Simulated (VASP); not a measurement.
Runs of VASP 6.6.1 on Ca. The structure is that of space group Fm-3m (No. 225), or close to it. The cells are those of the table. 

```tsv
task	level	spin	cell	k mesh	cutoff (eV)	smearing	gap on the mesh (eV)	pressure (GPa)
single point	PBEsol	off	a = 3.952, b = 3.952, c = 4.031 Å, angles 59.3, 59.3, 58.7°, 1 atom	8 × 8 × 8	500	fermi-dirac 0.05 eV	none	-1.2
single point	r2SCAN	off	a = 4.029 Å, angles 60.0°, 1 atom	8 × 8 × 8	520	fermi-dirac 0.05 eV	none	-1.0
single point	PBE	off	a = 3.952, b = 4.031, c = 4.031 Å, angles 58.7, 60.7, 60.7°, 1 atom	8 × 8 × 8	520	fermi-dirac 0.05 eV	none	(a)
single point	PBEsol	off	a = 3.952, b = 3.952, c = 3.991 Å, angles 59.7, 59.7, 59.3°, 1 atom	8 × 8 × 8	500	fermi-dirac 0.05 eV	none	-1.2
single point	r2SCAN	off	a = 4.004 Å, angles 60.0°, 1 atom	8 × 8 × 8	520	fermi-dirac 0.05 eV	none	-0.8
single point	PBEsol	off	a = 3.952, b = 3.952, c = 3.873 Å, angles 60.7, 60.7, 61.3°, 1 atom	8 × 8 × 8	500	fermi-dirac 0.05 eV	none	-1.2
relaxation of cell and atoms	pbe exchange, lda correlation	non-collinear, typed start	relaxed from a = 3.952 Å, angles 60.0°, 1 atom	6 × 6 × 6, shifted	500	fermi-dirac 0.01 eV	none	0.0
```

Alike in all rows: potentials or basis VASP PAW PBE potentials, release 64 (Ca_sv).

Task: Estimate the missing entries.

Result: (a) -1.1.

Caveats: the PAW data sets were made with another functional, which shifts forces and pressure a little (at least some runs); a moment this small can come from the mesh or the smearing (at least some runs).

A gap of «none» marks levels without a gap at the run's occupations.
